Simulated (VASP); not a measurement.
# YTl2OsC6N6 (Fm-3m) in VASP: further runs

Runs on YTl2OsC6N6. Level: PBE. Tasks: single point.

Program: VASP 6.6.1. These are calculated values, not measurements. Logs are shortened: lines on timing, memory, paths and dates and some standing lists are left out, and cuts for length are marked.

## (1) The cell of the first run

It takes space group Fm-3m (No. 225, cubic). Conventional cell: a = 11.104 Å, b = 11.104 Å, c = 11.104 Å, α = 90.00°, β = 90.00°, γ = 90.00°. Within 3.1 Å of Y (site symmetry m-3m) lie 6 N at 2.35 Å. Within 5.2 Å of Tl (site symmetry -43m) lie 12 N at 3.95 Å and 12 C at 4.00 Å and 4 Y at 4.81 Å and 4 Os at 4.81 Å. Os (site symmetry m-3m) has 6 C at 2.02 Å within 2.7 Å. Within 1.6 Å of C (site symmetry 4mm) lie 1 N at 1.18 Å. N (site symmetry 4mm) has 1 C at 1.18 Å within 1.6 Å.

## (2) Single point, PBE

File INCAR:

```
PREC     = Accurate       # precision mode
ENCUT    = 520            # plane-wave cutoff, eV
EDIFF    = 1E-7           # SCF threshold, eV
ISMEAR   = 0              # smearing method
SIGMA    = 0.1            # smearing width, eV
LREAL    = Auto         
LASPH    = True           # aspherical terms in the spheres
NELM     = 100            # most SCF steps
ALGO     = Normal         # electronic algorithm
ISIF     = 2              # what is computed and relaxed
LWAVE    = False          # write WAVECAR
LCHARG   = False          # write CHGCAR
GGA      = PE             # functional
NBANDS   = 64             # bands
```

File KPOINTS:

```
regular mesh
0
Gamma
  6 6 6
```

File POSCAR:

```
YTl2OsC6N6
1.0
    0.0000000000      5.5517831801      5.5517831801
    5.5517831801      0.0000000000      5.5517831801
    5.5517831801      5.5517831801      0.0000000000
Y Tl Os C N
1 2 1 6 6
Direct
    0.5000000000      0.5000000000      0.5000000000
    0.2500000000      0.2500000000      0.2500000000
    0.7500000000      0.7500000000      0.7500000000
    0.0000000000      0.0000000000      0.0000000000
    0.8182664897      0.1817335103      0.1817335103
    0.1817335103      0.8182664897      0.1817335103
    0.1817335103      0.1817335103      0.8182664897
    0.1817335103      0.8182664897      0.8182664897
    0.8182664897      0.1817335103      0.8182664897
    0.8182664897      0.8182664897      0.1817335103
    0.7119945603      0.2880054397      0.2880054397
    0.2880054397      0.7119945603      0.2880054397
    0.2880054397      0.2880054397      0.7119945603
    0.2880054397      0.7119945603      0.7119945603
    0.7119945603      0.2880054397      0.7119945603
    0.7119945603      0.7119945603      0.2880054397
```

Potentials or basis: VASP PAW PBE potentials, release 64 (Y_sv, Tl_d, Os, C, N).

Command:

```console
> cat potpaw_PBE.64/Y_sv/POTCAR potpaw_PBE.64/Tl_d/POTCAR potpaw_PBE.64/Os/POTCAR potpaw_PBE.64/C/POTCAR potpaw_PBE.64/N/POTCAR > POTCAR
> mpirun -np 1 vasp_std > vasp.out
```

OUTCAR:

```text
PREC = Accurate
   ENCUT = 520
   EDIFF = 1E-7
   ISMEAR = 0
   LREAL = Auto
   LASPH = True
   NELM = 100
   ISIF = 2
   GGA = PE

 ion  position               nearest neighbor table
   1  0.500  0.500  0.500-  11 2.35  12 2.35  13 2.35  14 2.35  15 2.35  16 2.35
   2  0.250  0.250  0.250-
   3  0.750  0.750  0.750-
   4  0.000  0.000  0.000-   5 2.02   6 2.02   7 2.02   8 2.02   9 2.02  10 2.02
   5  0.818  0.182  0.182-  11 1.18   4 2.02
   6  0.182  0.818  0.182-  12 1.18   4 2.02
   7  0.182  0.182  0.818-  13 1.18   4 2.02
   8  0.182  0.818  0.818-  14 1.18   4 2.02
   9  0.818  0.182  0.818-  15 1.18   4 2.02
  10  0.818  0.818  0.182-  16 1.18   4 2.02
  11  0.712  0.288  0.288-   5 1.18   1 2.35
  12  0.288  0.712  0.288-   6 1.18   1 2.35
  13  0.288  0.288  0.712-   7 1.18   1 2.35
  14  0.288  0.712  0.712-   8 1.18   1 2.35
  15  0.712  0.288  0.712-   9 1.18   1 2.35
  16  0.712  0.712  0.288-  10 1.18   1 2.35

  LATTYP: Found a face centered cubic cell.
 ALAT       =    11.1035663602

  Lattice vectors:

 A1 = (   0.0000000000,   5.5517831801,   5.5517831801)
 A2 = (   5.5517831801,   0.0000000000,   5.5517831801)
 A3 = (   5.5517831801,   5.5517831801,   0.0000000000)

Analysis of symmetry for initial positions (statically):
=====================================================================
 Subroutine PRICEL returns:
 Original cell was already a primitive cell.

 Routine SETGRP: Setting up the symmetry group for a
 face centered cubic supercell.

 Subroutine GETGRP returns: Found 48 space group operations
 (whereof 48 operations were pure point group operations)
 out of a pool of 48 trial point group operations.

The static configuration has the point symmetry O_h .

Analysis of symmetry for dynamics (positions and initial velocities):
=====================================================================
 Subroutine PRICEL returns:
 Original cell was already a primitive cell.

 Routine SETGRP: Setting up the symmetry group for a
 face centered cubic supercell.

 Subroutine GETGRP returns: Found 48 space group operations
 (whereof 48 operations were pure point group operations)
 out of a pool of 48 trial point group operations.

The dynamic configuration has the point symmetry O_h .

 Subroutine INISYM returns: Found 48 space group operations
[... 118 lines left out ...]
   EDIFFG = 0.1E-05   stopping-criterion for IOM
   NSW    =      0    number of steps for IOM
   IBRION =     -1    ionic relax: 0-MD 1-quasi-New 2-CG
   NFREE  =      0    steps in history (QN), initial steepest desc. (CG)
   ISIF   =      2    stress and relaxation
   ISYM   =      2    0-nonsym 1-usesym 2-fastsym
   POTIM  = 0.5000    time-step for ionic-motion
   TEBEG  =    0.0;   TEEND  =   0.0 temperature during run
   PSTRESS=    0.0 pullay stress
   NELECT =      99.0000    total number of electrons
   NUPDOWN=      -1.0000    fix difference up-down
   EMIN   =  10.00;   EMAX   =-10.00  energy-range for DOS
   EFERMI =   0.00;   METHOD = LEGACY
   ISMEAR =     0;   SIGMA  =   0.10  broadening in eV -4-tet -1-fermi 0-gaus
   EFERMI_NEDOS =   21; number of points for ismear=-14 and -15
   IALGO  =     38    algorithm
   IMIX   =      4    mixing-type and parameters
     AMIX     =   0.40;   BMIX     =  1.00
     AMIX_MAG =   1.60;   BMIX_MAG =  1.00
  volume/ion in A,a.u.               =      21.39       144.35
  Fermi-wavevector in a.u.,A,eV,Ry     =   1.082706  2.046019 15.949475  1.172253
  Thomas-Fermi vector in A             =   2.218755
   LORBIT       =      0    0 simple, 1 ext, 2 COOP (PROOUT), +10 PAW based schemes
   GGA     = PE    functional components
   LHFCALC =     F    Hartree Fock is set to
   AEXX    =    0.0000 exact exchange contribution
   IVDW    =     0    specifies the selected vdW correction
   LEPSILON=     F    determine dielectric tensor
   LRPA    =     F    only Hartree local field effects (RPA)
 non-spin polarized calculation
 Gauss-broadening in eV      SIGMA  =   0.10
  energy-cutoff  :      520.00
  volume of cell :      342.24
 maximum number of plane-waves:      9272
 NGX is ok and might be reduce to    60
   NGX = 29   NGY = 29   NGZ = 29

 number of electron      98.9999992 magnetization

 Free energy of the ion-electron system (eV)
  ---------------------------------------------------
  ext. energy  EPLUGINS =         0.00000000
  ---------------------------------------------------
  free energy    TOTEN  =      -128.84162533 eV

  energy without entropy =     -128.79728452  energy(sigma->0) =     -128.81945492

 E-fermi :   3.0704     XC(G=0):  -7.8863

 val. band max:        3.0646167390   @ k =  -0.3333   0.3333   0.1667
 cond. band min:       3.0772466871   @ k =   0.5000   0.1667   0.0000
 fundamental gap:      0.0126299481
 Fermi energy:         3.0703553831

 k-point     1 :       0.0000    0.0000    0.0000
  band No.  band energies     occupation
      1     -41.0964      2.00000
      2     -21.1829      2.00000
      3     -21.1829      2.00000
      4     -21.1829      2.00000
      5     -16.9394      2.00000
      6     -16.7851      2.00000
[... 1013 lines left out ...]
     60       4.8651      0.00000
     61       4.9037      0.00000
 [bands above 61 left out]

------------------------ aborting loop because EDIFF is reached ----------------------------------------

  FORCE on cell =-STRESS in cart. coord.  units (eV):
  Direction    XX          YY          ZZ          XY          YZ          ZX
  --------------------------------------------------------------------------------------
  -------------------------------------------------------------------------------------
  Total        0.7923084      0.7923084      0.7923084      0.0000000     -0.0000000      0.0000000
  in kB        3.7091753      3.7091753      3.7091753      0.0000000     -0.0000000      0.0000000
  external PRESSURE =       3.7091753 kB  Pullay stress =       0.0000000 kB

 VOLUME and BASIS-vectors are now :
 -----------------------------------------------------------------------------
  energy-cutoff  :      520.00
  volume of cell :      342.24
      direct lattice vectors                 reciprocal lattice vectors
     0.000000000  5.551783180  5.551783180    -0.090061154  0.090061154  0.090061154
     5.551783180  0.000000000  5.551783180     0.090061154 -0.090061154  0.090061154
     5.551783180  5.551783180  0.000000000     0.090061154  0.090061154 -0.090061154

 POSITION                                       TOTAL-FORCE (eV/Angst)
 -----------------------------------------------------------------------------------
      5.55178      5.55178      5.55178         0.000000     -0.000000      0.000000
      2.77589      2.77589      2.77589         0.000000     -0.000000      0.000000
      8.32767      8.32767      8.32767        -0.000000     -0.000000      0.000000
      0.00000      0.00000      0.00000         0.000000     -0.000000      0.000000
      2.01789      5.55178      5.55178        -0.253215     -0.000000      0.000000
      5.55178      2.01789      5.55178         0.000000     -0.253215      0.000000
[... 8 lines left out ...]
      5.55178      7.90568      5.55178         0.000000     -0.323231      0.000000
      5.55178      5.55178      7.90568         0.000000     -0.000000     -0.323231
 -----------------------------------------------------------------------------------
    total drift:                                0.000000      0.000000      0.000000

  FREE ENERGIE OF THE ION-ELECTRON SYSTEM (eV)
  ---------------------------------------------------
  free  energy   TOTEN  =      -128.8416253300 eV

  energy  without entropy=     -128.7972845180  energy(sigma->0) =     -128.81945492
```

Wall time 8.7 min (1 thread of Intel Xeon 6975P-C (Granite Rapids), shared host); peak memory 0.64 GiB.

What came out:

| Property | Result |
| --- | --- |
| Free energy | -128.8416 eV |
| Pressure | 0.4 GPa |
| Largest force | 0.323 eV/Å |
| Band gap on the k mesh | zero (an odd number of electrons rules out a gap without spin polarisation) |

Forces in eV/Å, atoms in the order of the input:
```
Y    0.000  0.000  0.000
Tl   0.000  0.000  0.000
Tl   0.000  0.000  0.000
Os   0.000  0.000  0.000
C   -0.253  0.000  0.000
C    0.000 -0.253  0.000
C    0.000  0.000 -0.253
C    0.253  0.000  0.000
C    0.000  0.253  0.000
C    0.000  0.000  0.253
N    0.323  0.000  0.000
N    0.000  0.323  0.000
N    0.000  0.000  0.323
N   -0.323  0.000  0.000
N    0.000 -0.323  0.000
N    0.000  0.000 -0.323
```

Levels at points of the mesh, in eV from the Fermi level:
| k point | band 45 | band 46 | band 47 | band 48 | band 49 | band 50 | band 51 | band 52 | band 53 | band 54 |
| --- | --- | --- | --- | --- | --- | --- | --- | --- | --- | --- |
| (0.00, 0.00, 0.00) | -5.54 | -5.54 | -3.76 | -3.76 | -3.76 | 0.58 | 0.58 | 0.58 | 1.08 | 1.08 |
| (0.50, 0.00, 0.00) | -5.42 | -5.42 | -3.39 | -3.36 | -3.36 | -0.08 | 0.23 | 0.24 | 0.24 | 0.53 |
| (0.50, 0.50, 0.00) | -5.32 | -5.17 | -3.70 | -3.18 | -3.18 | -0.25 | 0.19 | 0.19 | 0.55 | 0.55 |

Caveat: spin-orbit coupling is left out, which moves the levels of the heavy elements.

## (3) Single point, PBE, collinear spin

This run uses another cell than the first one, of 18.36 Å³/atom.

File INCAR:

```
  PREC = Accurate
  ENCUT = 520
  EDIFF = 1E-6
  ISMEAR = 0
  SIGMA = 0.1
  LREAL = Auto
  LASPH = True
  NELM = 150
  ALGO = Normal
  ISIF = 2
  LWAVE = False
  LCHARG = False
  ISPIN = 2
  MAGMOM = 0 0 0 1 0 0 0 0 0 0 0 0 0 0 0 0
  LORBIT = 11
  LMAXMIX = 4
  GGA = PE
  NBANDS = 68
```

File KPOINTS:

```
regular mesh
0
Gamma
  4 4 4
```

File POSCAR:

```
YTl2OsC6N6
1.0
    0.0000000000      5.2760000000      5.2760000000
    5.2760000000      0.0000000000      5.2760000000
    5.2760000000      5.2760000000      0.0000000000
Y Tl Os C N
1 2 1 6 6
Direct
    0.5000000000      0.5000000000      0.5000000000
    0.2500000000      0.2500000000      0.2500000000
    0.7500000000      0.7500000000      0.7500000000
    0.0000000000      0.0000000000      0.0000000000
    0.8203184200      0.1796815800      0.1796815800
    0.1796815800      0.8203184200      0.1796815800
    0.1796815800      0.1796815800      0.8203184200
    0.1796815800      0.8203184200      0.8203184200
    0.8203184200      0.1796815800      0.8203184200
    0.8203184200      0.8203184200      0.1796815800
    0.7094389700      0.2905610300      0.2905610300
    0.2905610300      0.7094389700      0.2905610300
    0.2905610300      0.2905610300      0.7094389700
    0.2905610300      0.7094389700      0.7094389700
    0.7094389700      0.2905610300      0.7094389700
    0.7094389700      0.7094389700      0.2905610300
```

Potentials or basis: VASP PAW PBE potentials, release 64 (Y_sv, Tl_d, Os, C, N).

Command:

```console
> cat potpaw_PBE.64/Y_sv/POTCAR potpaw_PBE.64/Tl_d/POTCAR potpaw_PBE.64/Os/POTCAR potpaw_PBE.64/C/POTCAR potpaw_PBE.64/N/POTCAR > POTCAR
> mpirun -np 1 vasp_std > vasp.out
```

Wall time 7.8 min (1 thread of Intel Xeon 6975P-C (Granite Rapids), shared host); peak memory 0.69 GiB.

Results (log left out):

```yaml
Free_energy: -126.7393 eV
Pressure: 14.9 GPa
Largest_force: 1.930 eV/Å
Net_moment: 0.02 μB per cell
Valence_electrons_inside_the_program's_atomic_spheres: Y 10.27; Tl 11.09; Os 8.91; C 2.65; N 3.94
```

Forces on the atoms (eV/Å):
```
Y    0.000  0.000  0.000
Tl   0.000  0.000  0.000
Tl   0.000  0.000  0.000
Os   0.000  0.000  0.000
C    1.930  0.000  0.000
C    0.000  1.930  0.000
C    0.000  0.000  1.930
C   -1.930  0.000  0.000
C    0.000 -1.930  0.000
C    0.000  0.000 -1.930
N    0.058  0.000  0.000
N    0.000  0.058  0.000
N    0.000  0.000  0.058
N   -0.058  0.000  0.000
N    0.000 -0.058  0.000
N    0.000  0.000 -0.058
```

Levels at points of the mesh, in eV from the Fermi level:
Spin up:
```csv
k point,band 46,band 47,band 48,band 49,band 50,band 51,band 52,band 53
"(0.00, 0.00, 0.00)",-5.61,-4.38,-4.38,-4.38,0.72,0.72,0.72,1.34
"(0.50, 0.00, 0.00)",-5.47,-3.76,-3.76,-3.75,-0.15,0.22,0.22,0.27
"(0.50, 0.50, 0.00)",-5.11,-4.24,-3.45,-3.45,-0.31,0.27,0.27,0.76
```
Spin down:
```csv
k point,band 47,band 48,band 49,band 50,band 51,band 52
"(0.00, 0.00, 0.00)",-4.38,-4.38,-4.38,0.73,0.73,0.73
"(0.50, 0.00, 0.00)",-3.76,-3.76,-3.75,-0.14,0.22,0.22
"(0.50, 0.50, 0.00)",-4.24,-3.45,-3.45,-0.30,0.27,0.27
```

Caveat: the cell stands under pressure; spin-orbit coupling is left out, which moves the levels of the heavy elements; forces of over 1 eV/Å act on the atoms, so gaps and moduli don't describe the material at rest.

The gap in the log of VASP goes by the Fermi energy; the results here count the filled bands.